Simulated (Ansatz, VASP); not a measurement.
**MgB2: VASP beside Ansatz**

```
CELL_PARAMETERS angstrom
3.06940 0.00000 0.00000
-1.53470 2.65818 0.00000
0.00000 0.00000 3.50830
ATOMIC_POSITIONS crystal
Mg 0.00000 0.00000 0.00000
B 0.33333 0.66667 0.50000
B 0.66667 0.33333 0.50000
```

Alike in both runs: functional r2SCAN; k mesh 18 × 18 × 12; occupations gaussian, width 0.1 eV; no spin polarisation.

Ansatz relaxed the structure, and its values are those at the end. VASP's run is a single point on that final structure, the one shown.

```csv
,VASP,Ansatz
version,VASP 6.6.1,Ansatz 0.2.0
potentials or method,"VASP PAW PBE potentials, release 64 (Mg, B), cutoff 520 eV","scalar-relativistic, plane waves, PAW"
valence electrons in the cell,8,16
```

|  | VASP | Ansatz | Ansatz less VASP |
| --- | --- | --- | --- |
| gap on the k mesh at the Fermi level (eV) | none | none | - |
| pressure (GPa) | -0.4 | 0.0 | +0.41 |

VASP's potentials were made for PBE, not for r2SCAN. A gap of «none» marks a metal or a gap that the smearing closes. With one functional, cell and mesh, what is left measures potentials, basis and numerics. VASP's potentials hold 8 valence electrons a cell and Ansatz's 16, so a difference there can come from the potentials and not from the codes.
